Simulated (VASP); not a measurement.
# Al (Pm-3m) in VASP: further runs

Al is run at these levels: PBE; tasks: single point.

Everything below comes from runs of VASP 6.6.1. Logs are shortened: lines on timing, memory, paths and dates and some standing lists are left out, and cuts for length are marked.

### 1 The cell of the first run

Symmetry: Pm-3m, No. 221, cubic system. Conventional cell: a = 2.189 Å, b = 2.189 Å, c = 2.189 Å, α = 90.00°, β = 90.00°, γ = 90.00°. Within 2.9 Å of Al (site symmetry m-3m) lie 6 Al at 2.19 Å.

### 2 Single point, PBE (volume scaled by 0.52)

The input, INCAR:

```
SYSTEM = Al
  PREC = Accurate
  ENCUT = 520
  EDIFF = 1E-6
  ISMEAR = -1
  SIGMA = 0.08
  LREAL = .FALSE.
  LASPH = .TRUE.
  NELM = 80
  ALGO = Normal
  ISIF = 2
  LWAVE = .FALSE.
  LCHARG = .FALSE.
  GGA = PE
  NBANDS = 8
```

The input, KPOINTS:

```
regular mesh
0
G
  16 16 16
  0 0 0
```

The input, POSCAR:

```
Al
1.0
    2.1891474011      0.0000000000      0.0000000000
    0.0000000000      2.1891474011      0.0000000000
    0.0000000000      0.0000000000      2.1891474011
Al
1
Direct
    0.0000000000      0.0000000000      0.0000000000
```

Potentials or basis: VASP PAW PBE potentials, release 64 (Al).

Started as:

```bash
> cat potpaw_PBE.64/Al/POTCAR > POTCAR
> mpirun -np 1 vasp_std > vasp.out
```

OUTCAR:

```text
SYSTEM = Al
   PREC = Accurate
   ENCUT = 520
   EDIFF = 1E-6
   ISMEAR = -1
   LREAL = .FALSE.
   LASPH = .TRUE.
   NELM = 80
   ISIF = 2
   GGA = PE

 ion  position               nearest neighbor table
   1  0.000  0.000  0.000-

  LATTYP: Found a simple cubic cell.
 ALAT       =     2.1891474011

  Lattice vectors:

 A1 = (   2.1891474011,   0.0000000000,   0.0000000000)
 A2 = (   0.0000000000,   2.1891474011,   0.0000000000)
 A3 = (   0.0000000000,   0.0000000000,   2.1891474011)

Analysis of symmetry for initial positions (statically):
=====================================================================
 Subroutine PRICEL returns:
 Original cell was already a primitive cell.

 Routine SETGRP: Setting up the symmetry group for a
 simple cubic supercell.

 Subroutine GETGRP returns: Found 48 space group operations
 (whereof 48 operations were pure point group operations)
 out of a pool of 48 trial point group operations.

The static configuration has the point symmetry O_h .

Analysis of symmetry for dynamics (positions and initial velocities):
=====================================================================
 Subroutine PRICEL returns:
 Original cell was already a primitive cell.

 Routine SETGRP: Setting up the symmetry group for a
 simple cubic supercell.

 Subroutine GETGRP returns: Found 48 space group operations
 (whereof 48 operations were pure point group operations)
 out of a pool of 48 trial point group operations.

The dynamic configuration has the point symmetry O_h .

 Subroutine INISYM returns: Found 48 space group operations
 (whereof 48 operations are pure point group operations),
 and found     1 'primitive' translations

----------------------------------------------------------------------------------------

                                     Primitive cell

  volume of cell :      10.4912

  direct lattice vectors                    reciprocal lattice vectors
     2.189147401  0.000000000  0.000000000     0.456798843  0.000000000  0.000000000
     0.000000000  2.189147401  0.000000000     0.000000000  0.456798843  0.000000000
     0.000000000  0.000000000  2.189147401     0.000000000  0.000000000  0.456798843

  length of vectors
     2.189147401  2.189147401  2.189147401     0.456798843  0.456798843  0.456798843

  position of ions in fractional coordinates (direct lattice)
     0.000000000  0.000000000  0.000000000

  ion indices of the primitive-cell ions
   primitive index   ion index
                 1           1

----------------------------------------------------------------------------------------

 KPOINTS: regular mesh

Automatic generation of k-mesh.
 Grid dimensions read from file:
 generate k-points for:   16   16   16

 Generating k-lattice:

  Cartesian coordinates                     Fractional coordinates (reciprocal lattice)
     0.028549928  0.000000000  0.000000000     0.062500000  0.000000000  0.000000000
     0.000000000  0.028549928  0.000000000     0.000000000  0.062500000  0.000000000
     0.000000000  0.000000000  0.028549928     0.000000000  0.000000000  0.062500000

  Length of vectors
     0.028549928  0.028549928  0.028549928

  Shift w.r.t. Gamma in fractional coordinates (k-lattice)
     0.000000000  0.000000000  0.000000000

 Subroutine IBZKPT returns following result:
 ===========================================

 Found    165 irreducible k-points:

 Following reciprocal coordinates:
            Coordinates               Weight
  0.000000  0.000000  0.000000      1.000000
  0.062500  0.000000  0.000000      6.000000
  0.125000  0.000000  0.000000      6.000000
  0.187500  0.000000  0.000000      6.000000
  0.250000  0.000000  0.000000      6.000000
  0.312500  0.000000  0.000000      6.000000
[... 16 lines left out ...]
  0.437500  0.125000  0.000000     24.000000
  0.500000  0.125000  0.000000     12.000000
 [... further k-points ...]
   k-points           NKPTS =    165   k-points in BZ     NKDIM =    165   number of bands    NBANDS=      8
   number of dos      NEDOS =    301   number of ions     NIONS =      1
   total plane-waves  NPLWV =   4096
   dimension x,y,z NGX =    16 NGY =   16 NGZ =   16
   dimension x,y,z NGXF=    32 NGYF=   32 NGZF=   32
   ions per type =               1
   NGX,Y,Z   is equivalent  to a cutoff of  12.15, 12.15, 12.15 a.u.
   NGXF,Y,Z  is equivalent  to a cutoff of  24.30, 24.30, 24.30 a.u.
 SYSTEM =  Al
   PREC   = accura    normal or accurate (medium, high low for compatibility)
   ISTART =      0    job   : 0-new  1-cont  2-samecut
   ICHARG =      2    charge: 1-file 2-atom 10-const
   ISPIN  =      1    spin polarized calculation?
   LNONCOLLINEAR =      F non collinear calculations
   LSORBIT =      F    spin-orbit coupling
   LASPH  =      T    aspherical Exc in radial PAW
   ENCUT  =  520.0 eV  38.22 Ry    6.18 a.u.   4.07  4.07  4.07*2*pi/ulx,y,z
   NELM   =     80;   NELMIN=  2; NELMDL= -5     # of ELM steps
   EDIFF  = 0.1E-05   stopping-criterion for ELM
   LREAL  =      F    real-space projection
[... 7 lines left out ...]
   TEBEG  =    0.0;   TEEND  =   0.0 temperature during run
   PSTRESS=    0.0 pullay stress
   NELECT =       3.0000    total number of electrons
   NUPDOWN=      -1.0000    fix difference up-down
   EMIN   =  10.00;   EMAX   =-10.00  energy-range for DOS
   EFERMI =   0.00;   METHOD = LEGACY
   ISMEAR =    -1;   SIGMA  =   0.08  broadening in eV -4-tet -1-fermi 0-gaus
   EFERMI_NEDOS =   21; number of points for ismear=-14 and -15
   IALGO  =     38    algorithm
   IMIX   =      4    mixing-type and parameters
     AMIX     =   0.40;   BMIX     =  1.00
     AMIX_MAG =   1.60;   BMIX_MAG =  1.00
  volume/ion in A,a.u.               =      10.49        70.80
  Fermi-wavevector in a.u.,A,eV,Ry     =   1.078550  2.038164 15.827248  1.163270
  Thomas-Fermi vector in A             =   2.214491
   LORBIT       =      0    0 simple, 1 ext, 2 COOP (PROOUT), +10 PAW based schemes
   GGA     = PE    functional components
   LHFCALC =     F    Hartree Fock is set to
   AEXX    =    0.0000 exact exchange contribution
   IVDW    =     0    specifies the selected vdW correction
   LEPSILON=     F    determine dielectric tensor
   LRPA    =     F    only Hartree local field effects (RPA)
 non-spin polarized calculation
  energy-cutoff  :      520.00
  volume of cell :       10.49
 maximum number of plane-waves:       300
   NGX =  9   NGY =  9   NGZ =  9

 number of electron       3.0000000 magnetization

 Free energy of the ion-electron system (eV)
  ---------------------------------------------------
  ext. energy  EPLUGINS =         0.00000000
  ---------------------------------------------------
  free energy    TOTEN  =        -0.93188584 eV

  energy without entropy =       -0.92554471  energy(sigma->0) =       -0.92871528

 E-fermi :  13.2758     XC(G=0): -11.9395

 val. band max:       13.1543957201   @ k =   0.4375   0.4375   0.1250
 cond. band min:      13.3035695780   @ k =   0.5000   0.5000   0.0000
 fundamental gap:      0.1491738579
 Fermi energy:        13.2758085055

 k-point     1 :       0.0000    0.0000    0.0000
  band No.  band energies     occupation
      1      -0.9530      2.00000
      2      22.8305      0.00000
      3      22.8305      0.00000
      4      28.4329      0.00000
      5      28.4329      0.00000
      6      28.4329      0.00000
      7      38.7479      0.00000
      8      48.4227      0.00000

 k-point     2 :       0.0625    0.0000    0.0000
  band No.  band energies     occupation
      1      -0.8327      2.00000
      2      21.8190      0.00000
      3      22.9343      0.00000
      4      28.5124      0.00000
      5      28.5124      0.00000
      6      29.2407      0.00000
      7      39.1996      0.00000
      8      47.5063      0.00000

 k-point     3 :       0.1250    0.0000    0.0000
  band No.  band energies     occupation
      1      -0.4729      2.00000
      2      19.7180      0.00000
      3      23.2427      0.00000
      4      28.7503      0.00000
      5      28.7503      0.00000
      6      30.7510      0.00000
      7      40.5169      0.00000
      8      45.5642      0.00000

 k-point     4 :       0.1875    0.0000    0.0000
  band No.  band energies     occupation
      1       0.1235      2.00000
      2      17.3383      0.00000
      3      23.7453      0.00000
      4      29.1452      0.00000
      5      29.1452      0.00000
      6      32.2484      0.00000
      7      42.5415      0.00000
      8      43.4031      0.00000

 k-point     5 :       0.2500    0.0000    0.0000
  band No.  band energies     occupation
      1       0.9515      2.00000
      2      14.9368      0.00000
      3      24.4201      0.00000
      4      29.6931      0.00000
      5      29.6931      0.00000
      6      33.6368      0.00000
      7      41.3006      0.00000
      8      41.3006      0.00000
[... 177 lines left out ...]
 k-point    22 :       0.3750    0.1250    0.0000
  band No.  band energies     occupation
      1       3.7296      2.00000
      2      10.8454      2.00000
      3      23.6636      0.00000
      4      29.1004      0.00000
      5      31.5435      0.00000
      6      35.2340      0.00000
      7      37.7770      0.00000
      8      38.5347      0.00000

 k-point    23 :       0.4375    0.1250    0.0000
  band No.  band energies     occupation
      1       5.1821      2.00000
      2       8.8361      2.00000
      3      24.7736      0.00000
      4      28.1239      0.00000
      5      32.3721      0.00000
      6      35.6812      0.00000
      7      36.4337      0.00000
      8      38.0280      0.00000

 k-point    24 :       0.5000    0.1250    0.0000
  band No.  band energies     occupation
      1       6.4720      2.00000
      2       7.3592      2.00000
      3      25.4723      0.00000
      4      27.4207      0.00000
      5      32.8144      0.00000
      6      35.8183      0.00000
      7      36.3436      0.00000
      8      37.2703      0.00000

 [... further k-points ...]

------------------------ aborting loop because EDIFF is reached ----------------------------------------

  FORCE on cell =-STRESS in cart. coord.  units (eV):
  Direction    XX          YY          ZZ          XY          YZ          ZX
  --------------------------------------------------------------------------------------
  -------------------------------------------------------------------------------------
  Total        9.0549822      9.0549822      9.0549822     -0.0000000      0.0000000     -0.0000000
  in kB     1382.8439341   1382.8439341   1382.8439341     -0.0000000      0.0000000     -0.0000000
  external PRESSURE =    1382.8439341 kB  Pullay stress =       0.0000000 kB

 VOLUME and BASIS-vectors are now :
 -----------------------------------------------------------------------------
  energy-cutoff  :      520.00
  volume of cell :       10.49
      direct lattice vectors                 reciprocal lattice vectors
     2.189147401  0.000000000  0.000000000     0.456798843  0.000000000  0.000000000
     0.000000000  2.189147401  0.000000000     0.000000000  0.456798843  0.000000000
     0.000000000  0.000000000  2.189147401     0.000000000  0.000000000  0.456798843

 POSITION                                       TOTAL-FORCE (eV/Angst)
 -----------------------------------------------------------------------------------
      0.00000      0.00000      0.00000         0.000000      0.000000      0.000000
 -----------------------------------------------------------------------------------
    total drift:                               -0.000000     -0.000000      0.000000

  FREE ENERGIE OF THE ION-ELECTRON SYSTEM (eV)
  ---------------------------------------------------
  free  energy   TOTEN  =        -0.9318858441 eV

  energy  without entropy=       -0.9255447131  energy(sigma->0) =       -0.92871528
```

Wall time 2.3 s (1 thread of Intel Xeon 6975P-C (Granite Rapids), shared host); peak memory 0.11 GiB.

What came out:

| Property | Result |
| --- | --- |
| Free energy | -0.9319 eV |
| Pressure | 138.3 GPa |

(Part 1 of 2 ends here.)
